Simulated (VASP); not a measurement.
# Li5Os (P-6) in VASP: single point with PBE

Aim: the single point of Li5Os with PBE.

All numbers are computed with VASP 6.6.1; they aren't measurements. Logs are shortened: lines on timing, memory, paths and dates and some standing lists are left out, and cuts for length are marked.

### 1 The cell of the first run

It takes space group P-6 (No. 174, hexagonal). Conventional cell: a = 3.207 Å, b = 3.207 Å, c = 5.616 Å, α = 90.00°, β = 90.00°, γ = 120.00°. Within 1.6 Å of Li (site symmetry m) lie 1 Os at 1.18 Å and 2 Li at 1.44 Å. Li (site symmetry 3) has 1 Os at 1.15 Å within 1.6 Å. Within 1.6 Å of Os (site symmetry -6) lie 5 Li at 1.15 to 1.18 Å.

### 2 Single point, PBE

Contents of INCAR:

```
  PREC = Accurate
  ENCUT = 520
  EDIFF = 1E-6
  ISMEAR = 0
  SIGMA = 0.1
  LREAL = False
  LASPH = True
  NELM = 60
  ALGO = Normal
  ISIF = 2
  LWAVE = False
  LCHARG = False
  GGA = PE
  NBANDS = 20
```

Contents of KPOINTS:

```
regular mesh
0
Gamma
  6 6 4
```

Contents of POSCAR:

```
Li5Os
1.0
    3.2072229100      0.0000000000      0.0000000000
   -1.6036114500      2.7775365100      0.0000000000
    0.0000000000      0.0000000000      5.6158804600
Li Os
5 1
Direct
    0.4154186700      0.0672354000      0.5000000000
    0.9327646000      0.3481832700      0.5000000000
    0.6518167300      0.5845813300      0.5000000000
    0.3333333300      0.6666666700      0.2945039600
    0.3333333300      0.6666666700      0.7054960400
    0.3333333300      0.6666666700      0.5000000000
```

Potentials or basis: VASP PAW PBE potentials, release 64 (Li_sv, Os).

The run is started by

```console
> cat potpaw_PBE.64/Li_sv/POTCAR potpaw_PBE.64/Os/POTCAR > POTCAR
> mpirun -np 1 vasp_std > vasp.out
```

OUTCAR:

```text
PREC = Accurate
   ENCUT = 520
   EDIFF = 1E-6
   ISMEAR = 0
   LREAL = False
   LASPH = True
   NELM = 60
   ISIF = 2
   GGA = PE

 ion  position               nearest neighbor table
   1  0.415  0.067  0.500-   6 1.18   3 1.44   2 1.44   5 1.65   4 1.65   3 2.04   2 2.04   6 2.07
                             2 2.15   3 2.15   4 2.37   5 2.37   6 2.59
   2  0.933  0.348  0.500-   6 1.18   3 1.44   1 1.44   4 1.65   5 1.65   1 2.04   3 2.04   6 2.07
                             3 2.15   1 2.15   5 2.37   4 2.37   6 2.59
   3  0.652  0.585  0.500-   6 1.18   1 1.44   2 1.44   4 1.65   5 1.65   1 2.04   2 2.04   6 2.07
                             2 2.15   1 2.15   5 2.37   4 2.37   6 2.59
   4  0.333  0.667  0.295-   6 1.15   1 1.65   2 1.65   3 1.65   5 2.31   3 2.37   2 2.37   1 2.37

   5  0.333  0.667  0.705-   6 1.15   1 1.65   2 1.65   3 1.65   4 2.31   3 2.37   2 2.37   1 2.37

   6  0.333  0.667  0.500-   4 1.15   5 1.15   1 1.18   2 1.18   3 1.18   3 2.07   2 2.07   1 2.07
                             3 2.59   1 2.59   2 2.59

 -----------------------------------------------------------------------------
|                                                                             |
|           W    W    AA    RRRRR   N    N  II  N    N   GGGG   !!!           |
|           W    W   A  A   R    R  NN   N  II  NN   N  G    G  !!!           |
|           W    W  A    A  R    R  N N  N  II  N N  N  G       !!!           |
|           W WW W  AAAAAA  RRRRR   N  N N  II  N  N N  G  GGG   !            |
|           WW  WW  A    A  R   R   N   NN  II  N   NN  G    G                |
|           W    W  A    A  R    R  N    N  II  N    N   GGGG   !!!           |
|                                                                             |
|     The distance between some ions is very small. Please check the          |
|     nearest-neighbor list in the OUTCAR file.                               |
|     I HOPE YOU KNOW WHAT YOU ARE DOING!                                     |
|                                                                             |
 -----------------------------------------------------------------------------

  LATTYP: Found a hexagonal cell.
 ALAT       =     3.2072229100
 C/A-ratio  =     1.7510103344

  Lattice vectors:

 A1 = (   3.2072229100,   0.0000000000,   0.0000000000)
 A2 = (  -1.6036114500,   2.7775365100,   0.0000000000)
 A3 = (   0.0000000000,   0.0000000000,   5.6158804600)

Analysis of symmetry for initial positions (statically):
=====================================================================
 Subroutine PRICEL returns:
 Original cell was already a primitive cell.

 Routine SETGRP: Setting up the symmetry group for a
 hexagonal supercell.

 Subroutine GETGRP returns: Found  6 space group operations
 (whereof  6 operations were pure point group operations)
 out of a pool of 24 trial point group operations.

[... 133 lines left out ...]
   NUPDOWN=      -1.0000    fix difference up-down
   EMIN   =  10.00;   EMAX   =-10.00  energy-range for DOS
   EFERMI =   0.00;   METHOD = LEGACY
   ISMEAR =     0;   SIGMA  =   0.10  broadening in eV -4-tet -1-fermi 0-gaus
   EFERMI_NEDOS =   21; number of points for ismear=-14 and -15
   IALGO  =     38    algorithm
   IMIX   =      4    mixing-type and parameters
     AMIX     =   0.40;   BMIX     =  1.00
     AMIX_MAG =   1.60;   BMIX_MAG =  1.00
  volume/ion in A,a.u.               =       8.34        56.27
  Fermi-wavevector in a.u.,A,eV,Ry     =   1.263519  2.387705 21.721440  1.596481
  Thomas-Fermi vector in A             =   2.396872
   LORBIT       =      0    0 simple, 1 ext, 2 COOP (PROOUT), +10 PAW based schemes
   GGA     = PE    functional components
   LHFCALC =     F    Hartree Fock is set to
   AEXX    =    0.0000 exact exchange contribution
   IVDW    =     0    specifies the selected vdW correction
   LEPSILON=     F    determine dielectric tensor
   LRPA    =     F    only Hartree local field effects (RPA)
 non-spin polarized calculation
 Gauss-broadening in eV      SIGMA  =   0.10
  energy-cutoff  :      520.00
  volume of cell :       50.03
 maximum number of plane-waves:      1392
   NGX = 11   NGY = 11   NGZ = 21

 number of electron      23.0000022 magnetization

 Free energy of the ion-electron system (eV)
  ---------------------------------------------------
  ext. energy  EPLUGINS =         0.00000000
  ---------------------------------------------------
  free energy    TOTEN  =        37.84733408 eV

  energy without entropy =       37.85401171  energy(sigma->0) =       37.85067289

 E-fermi :   5.2721     XC(G=0):  -9.5245

 val. band max:        5.2270704468   @ k =   0.3333   0.1667   0.0000
 cond. band min:       5.3241583083   @ k =   0.5000   0.0000   0.2500
 fundamental gap:      0.0970878615
 Fermi energy:         5.2721087324

 k-point     1 :       0.0000    0.0000    0.0000
  band No.  band energies     occupation
      1     -48.6888      2.00000
      2     -44.7599      2.00000
      3     -44.7598      2.00000
      4     -42.3456      2.00000
      5     -40.8074      2.00000
      6      -5.6740      2.00000
[... 541 lines left out ...]
     19      13.0752      0.00000
     20      14.4132      0.00000

------------------------ aborting loop because EDIFF is reached ----------------------------------------

  FORCE on cell =-STRESS in cart. coord.  units (eV):
  Direction    XX          YY          ZZ          XY          YZ          ZX
  --------------------------------------------------------------------------------------
  -------------------------------------------------------------------------------------
  Total        0.1848893      0.1848893    -48.4860407      0.0003802      0.0000000      0.0000000
  in kB        5.9212805      5.9212805  -1552.8178949      0.0121768      0.0000000      0.0000000
  external PRESSURE =    -513.6584447 kB  Pullay stress =       0.0000000 kB

 VOLUME and BASIS-vectors are now :
 -----------------------------------------------------------------------------
  energy-cutoff  :      520.00
  volume of cell :       50.03
      direct lattice vectors                 reciprocal lattice vectors
     3.207222910  0.000000000  0.000000000     0.311796226  0.180015635  0.000000000
    -1.603611450  2.777536510  0.000000000     0.000000000  0.360031271  0.000000000
     0.000000000  0.000000000  5.615880460     0.000000000  0.000000000  0.178066468

 POSITION                                       TOTAL-FORCE (eV/Angst)
 -----------------------------------------------------------------------------------
      1.22452      0.18675      2.80794         0.470666    -21.582821      0.000000
      2.43323      0.96709      2.80794        18.455938     11.199019     -0.000000
      1.15308      1.62370      2.80794       -18.926604     10.383802      0.000000
     -0.00000      1.85169      1.65390        -0.000000      0.000000     14.713382
     -0.00000      1.85169      3.96198         0.000000      0.000000    -14.713382
     -0.00000      1.85169      2.80794         0.000000      0.000000      0.000000
 -----------------------------------------------------------------------------------
    total drift:                                0.000091      0.000023     -0.000002

  FREE ENERGIE OF THE ION-ELECTRON SYSTEM (eV)
  ---------------------------------------------------
  free  energy   TOTEN  =        37.8473340826 eV

  energy  without entropy=       37.8540117072  energy(sigma->0) =       37.85067289
```

Wall time 46 s (1 thread of Intel Xeon Platinum 8259CL at 2.50GHz (Skylake/Cascade Lake), shared host); peak memory 0.17 GiB.

What came out:

```yaml
Free_energy: 37.8473 eV
Largest_force: 21.588 eV/Å
```

Forces in eV/Å, atoms in the order of the input:
```
Li    0.471 -21.583   0.000
Li   18.456  11.199   0.000
Li  -18.927  10.384   0.000
Li    0.000   0.000  14.713
Li    0.000   0.000 -14.713
Os    0.000   0.000   0.000
```

Caveat: the k points lie up to 0.38 Å⁻¹ apart; the cutoff is under 1.25 times the usual one of these potentials, so pressure, stress and relaxed cells hold a basis-set (Pulay) error; spin-orbit coupling is left out, which moves the levels of the heavy elements; forces of over 1 eV/Å act on the atoms, so gaps and moduli don't describe the material at rest.
